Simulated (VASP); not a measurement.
# P (Fm-3m) in VASP: notebook

Runs on P. Level: PBE. Tasks: relaxation of cell and atoms.

Everything below comes from runs of VASP 6.6.1. Logs are shortened: lines on timing, memory, paths and dates and some standing lists are left out, and cuts for length are marked.

### Step 1. The cell of the first run

The structure is cubic, space group Fm-3m (No. 225). Conventional cell: a = 3.629 Å, b = 3.629 Å, c = 3.629 Å, α = 90.00°, β = 90.00°, γ = 90.00°. Within 3.4 Å of P (site symmetry m-3m) lie 12 P at 2.57 Å.

This isn't the form of P at room conditions, which is orthorhombic.

### Step 2. Relaxation of cell and atoms, PBE, target pressure 27 GPa, at which the enthalpy is minimised

File INCAR:

```
SYSTEM = P
ALGO = Normal ; EDIFF = 1E-6
EDIFFG = -0.005 ; ENCUT = 600
GGA = PE ; IBRION = 2
ISIF = 3 ; ISMEAR = -1
LASPH = .True. ; LCHARG = .False.
LREAL = .False. ; LWAVE = .False.
NELM = 100 ; NSW = 60
PREC = Accurate ; PSTRESS = 270.0
SIGMA = 0.08
```

File KPOINTS:

```
k-points
0
Gamma
  18 18 18
  0 0 0
```

File POSCAR:

```
P
1.0
    0.0000000000      1.8146518090      1.8146518090
    1.8146518090      0.0000000000      1.8146518090
    1.8146518090      1.8146518090      0.0000000000
P
1
Direct
    0.0000000000      0.0000000000      0.0000000000
```

Potentials or basis: VASP PAW PBE potentials, release 64 (P).

The run is started by

```
cat potpaw_PBE.64/P/POTCAR > POTCAR
mpirun -np 1 vasp_std > vasp.out
```

OUTCAR:

```text
SYSTEM = P
   EDIFF = 1E-6
   EDIFFG = -0.005
   ENCUT = 600
   GGA = PE
   IBRION = 2
   ISIF = 3
   ISMEAR = -1
   LASPH = .True.
   LREAL = .False.
   NELM = 100
   NSW = 60
   PREC = Accurate
   PSTRESS = 270.0

 ion  position               nearest neighbor table
   1  0.000  0.000  0.000-

  LATTYP: Found a face centered cubic cell.
 ALAT       =     3.6293036180

  Lattice vectors:

 A1 = (   0.0000000000,   1.8146518090,   1.8146518090)
 A2 = (   1.8146518090,   0.0000000000,   1.8146518090)
 A3 = (   1.8146518090,   1.8146518090,   0.0000000000)

Analysis of symmetry for initial positions (statically):
=====================================================================
 Subroutine PRICEL returns:
 Original cell was already a primitive cell.

 Routine SETGRP: Setting up the symmetry group for a
 face centered cubic supercell.

 Subroutine GETGRP returns: Found 48 space group operations
 (whereof 48 operations were pure point group operations)
 out of a pool of 48 trial point group operations.

The static configuration has the point symmetry O_h .

Analysis of symmetry for dynamics (positions and initial velocities):
=====================================================================
 Subroutine PRICEL returns:
 Original cell was already a primitive cell.

 Routine SETGRP: Setting up the symmetry group for a
 face centered cubic supercell.

 Subroutine GETGRP returns: Found 48 space group operations
 (whereof 48 operations were pure point group operations)
 out of a pool of 48 trial point group operations.

The dynamic configuration has the point symmetry O_h .

 Subroutine INISYM returns: Found 48 space group operations
 (whereof 48 operations are pure point group operations),
 and found     1 'primitive' translations

----------------------------------------------------------------------------------------

                                     Primitive cell

  volume of cell :      11.9512

  direct lattice vectors                    reciprocal lattice vectors
     0.000000000  1.814651809  1.814651809    -0.275534953  0.275534953  0.275534953
     1.814651809  0.000000000  1.814651809     0.275534953 -0.275534953  0.275534953
[... 83 lines left out ...]
   EDIFF  = 0.1E-05   stopping-criterion for ELM
   LREAL  =      F    real-space projection
   EDIFFG = -.5E-02   stopping-criterion for IOM
   NSW    =     60    number of steps for IOM
   IBRION =      2    ionic relax: 0-MD 1-quasi-New 2-CG
   NFREE  =      1    steps in history (QN), initial steepest desc. (CG)
   ISIF   =      3    stress and relaxation
   ISYM   =      2    0-nonsym 1-usesym 2-fastsym
   POTIM  = 0.5000    time-step for ionic-motion
   TEBEG  =    0.0;   TEEND  =   0.0 temperature during run
   PSTRESS=  270.0 pullay stress
   NELECT =       5.0000    total number of electrons
   NUPDOWN=      -1.0000    fix difference up-down
   EMIN   =  10.00;   EMAX   =-10.00  energy-range for DOS
   EFERMI =   0.00;   METHOD = LEGACY
   ISMEAR =    -1;   SIGMA  =   0.08  broadening in eV -4-tet -1-fermi 0-gaus
   EFERMI_NEDOS =   21; number of points for ismear=-14 and -15
   IALGO  =     38    algorithm
   IMIX   =      4    mixing-type and parameters
     AMIX     =   0.40;   BMIX     =  1.00
     AMIX_MAG =   1.60;   BMIX_MAG =  1.00
  volume/ion in A,a.u.               =      11.95        80.65
  Fermi-wavevector in a.u.,A,eV,Ry     =   1.224414  2.313806 20.397705  1.499189
  Thomas-Fermi vector in A             =   2.359489
   LORBIT       =      0    0 simple, 1 ext, 2 COOP (PROOUT), +10 PAW based schemes
   GGA     = PE    functional components
   LHFCALC =     F    Hartree Fock is set to
   AEXX    =    0.0000 exact exchange contribution
   IVDW    =     0    specifies the selected vdW correction
   LEPSILON=     F    determine dielectric tensor
   LRPA    =     F    only Hartree local field effects (RPA)
 conjugate gradient relaxation of ions
 non-spin polarized calculation
  energy-cutoff  :      600.00
  volume of cell :       11.95
 maximum number of plane-waves:       411
 NGX is ok and might be reduce to    24
   NGX = 11   NGY = 11   NGZ = 11

--------------------------------------- Ionic step        1  -------------------------------------------

 number of electron       5.0000000 magnetization

 Free energy of the ion-electron system (eV)
  ---------------------------------------------------
  ext. energy  EPLUGINS =         0.00000000
  ---------------------------------------------------
  free energy    TOTEN  =        -4.34373156 eV

  energy without entropy =       -4.33487225  energy(sigma->0) =       -4.33930190

------------------------ aborting loop because EDIFF is reached ----------------------------------------

  FORCE on cell =-STRESS in cart. coord.  units (eV):
  Direction    XX          YY          ZZ          XY          YZ          ZX
  --------------------------------------------------------------------------------------
  -------------------------------------------------------------------------------------
  Total        1.9679650      1.9679650      1.9679650      0.0000000      0.0000000      0.0000000
  in kB      263.8262658    263.8262658    263.8262658      0.0000000      0.0000000      0.0000000
  external PRESSURE =      -6.1737342 kB  Pullay stress =     270.0000000 kB
[... 61 lines left out ...]
--------------------------------------- Ionic step        3  -------------------------------------------

 number of electron       5.0000000 magnetization

 Free energy of the ion-electron system (eV)
  ---------------------------------------------------
  ext. energy  EPLUGINS =         0.00000000
  ---------------------------------------------------
  free energy    TOTEN  =        -4.33718496 eV

  energy without entropy =       -4.32834132  energy(sigma->0) =       -4.33276314

 E-fermi :  12.8854     XC(G=0): -12.3795

 val. band max:       12.8689537212   @ k =  -0.1667   0.1667   0.0556
 cond. band min:      12.9158864365   @ k =  -0.3889   0.2222   0.0556
 fundamental gap:      0.0469327153
 Fermi energy:        12.8854035048

 k-point     1 :       0.0000    0.0000    0.0000
  band No.  band energies     occupation
      1      -5.7152      2.00000
      2      21.7066      0.00000
      3      21.7066      0.00000
      4      21.7066      0.00000
      5      24.7379      0.00000
      6      24.7379      0.00000
[... 199 lines left out ...]
 k-point    24 :      -0.2222    0.0556    0.0000
  band No.  band energies     occupation
      1      -3.7529      2.00000
      2      12.4200      1.99407
      3      18.2265      0.00000
      4      20.5900      0.00000
      5      25.5956      0.00000
      6      25.8168      0.00000

 [... further k-points ...]
[... 5 lines left out ...]
  --------------------------------------------------------------------------------------
  -------------------------------------------------------------------------------------
  Total        2.0078213      2.0078213      2.0078213      0.0000000      0.0000000     -0.0000000
  in kB      270.0573612    270.0573612    270.0573612      0.0000000      0.0000000     -0.0000000
  external PRESSURE =       0.0573612 kB  Pullay stress =     270.0000000 kB
[... 20 lines left out ...]
  energy  without entropy=       -4.3283413239  energy(sigma->0) =       -4.33276314

  enthalpy is  TOTEN    =        -2.3297901054 eV   P V=        2.0073948497

 reached required accuracy - stopping structural energy minimisation
```

Run time: 8 s. Hardware: 1 thread of Intel Xeon 6975P-C (Granite Rapids), shared host; peak memory 0.14 GiB.

Results:

```
Free energy                                                : -4.3372 eV
Relaxed volume                                             : 11.91 Å³/atom
Relaxed cell                                               : a = 2.563 Å, b = 2.563 Å, c = 2.563 Å, α = 60.00°, β = 60.00°, γ = 60.00°
Space group after relaxing (to 0.1 Å)                      : Fm-3m (No. 225)
Energy change on relaxing (the run minimises the enthalpy) : +6.5 meV/atom
Ionic steps                                                : 3
Pressure after relaxing                                    : 27.0 GPa
Band gap on the k mesh                                     : zero (an odd number of electrons rules out a gap without spin polarisation)
```

The path:
```tsv
step	energy change (eV)	largest force (eV/Å)	pressure (GPa)	volume (Å³)
1	0.0000	0.0000	26.38	11.95
2	0.0134	0.0000	27.64	11.87
3	0.0065	0.0000	27.01	11.91
```

Final structure:
```xyz
1
Lattice="0.0000 1.8127 1.8127 1.8127 0.0000 1.8127 1.8127 1.8127 0.0000" Properties=species:S:1:pos:R:3 pbc="T T T"
P     0.0000    0.0000    0.0000
```

Caveat: the cell is relaxed towards a set pressure, so the run minimises the enthalpy, not the energy.

### Step 3. Relaxation of cell and atoms, PBE, target pressure 27 GPa, at which the enthalpy is minimised

File INCAR:

```
ALGO = Normal ; EDIFF = 1E-6
EDIFFG = -0.005 ; ENCUT = 600
GGA = PE ; IBRION = 2
ISIF = 3 ; ISMEAR = -1
LASPH = True ; LCHARG = False
LREAL = False ; LWAVE = False
NELM = 100 ; NSW = 32
PREC = Accurate ; PSTRESS = 270.0
SIGMA = 0.08
```

File KPOINTS:

```
k-points
0
Gamma
  18 18 18
```

File POSCAR:

```
P
1.0
    0.0000000000      1.8139357265      1.8139357265
    1.8139357265      0.0000000000      1.8139357265
    1.8139357265      1.8139357265      0.0000000000
P
1
Direct
    0.0000000000      0.0000000000      0.0000000000
```

Potentials or basis: VASP PAW PBE potentials, release 64 (P).

The run is started by

```
cat potpaw_PBE.64/P/POTCAR > POTCAR
mpirun -np 1 vasp_std > vasp.out
```

It took 7.6 s on 1 thread of Intel Xeon 6975P-C (Granite Rapids), shared host; peak memory 0.13 GiB.

The run converged. Its results:

* Free energy: -4.3372 eV
* Relaxed volume: 11.91 Å³/atom
* Relaxed cell: a = 2.563 Å, b = 2.563 Å, c = 2.563 Å, α = 60.00°, β = 60.00°, γ = 60.00°
* Space group after relaxing (to 0.1 Å): Fm-3m (No. 225)
* Energy change on relaxing (the run minimises the enthalpy): +4.2 meV/atom
* Ionic steps: 3
* Pressure after relaxing: 27.0 GPa
* Band gap on the k mesh: zero (an odd number of electrons rules out a gap without spin polarisation)

The path:
```tsv
step	energy change (eV)	largest force (eV/Å)	pressure (GPa)	volume (Å³)
1	0.0000	0.0000	26.60	11.94
2	0.0086	0.0000	27.41	11.89
3	0.0042	0.0000	27.01	11.91
```

Final structure:
```cif
data_structure
_symmetry_space_group_name_H-M 'P 1'
_symmetry_Int_Tables_number 1
_cell_length_a 2.5635
_cell_length_b 2.5635
_cell_length_c 2.5635
_cell_angle_alpha 60.000
_cell_angle_beta 60.000
_cell_angle_gamma 60.000
_cell_volume 11.91
loop_
_atom_site_label
_atom_site_type_symbol
_atom_site_fract_x
_atom_site_fract_y
_atom_site_fract_z
_atom_site_occupancy
P1 P 0.00000 0.00000 0.00000 1
```

Levels at points of the mesh, in eV from the Fermi level:
| k point | band 1 | band 2 | band 3 | band 4 | band 5 | band 6 |
| --- | --- | --- | --- | --- | --- | --- |
| (0.00, 0.00, 0.00) | -18.60 | 8.82 | 8.82 | 8.82 | 11.85 | 11.85 |
| (0.50, 0.00, 0.00) | -11.31 | -9.79 | 6.24 | 6.24 | 10.74 | 10.74 |
| (0.50, 0.50, 0.00) | -8.14 | -7.95 | 0.90 | 0.90 | 3.63 | 5.41 |

Caveat: the cell is relaxed towards a set pressure, so the run minimises the enthalpy, not the energy.
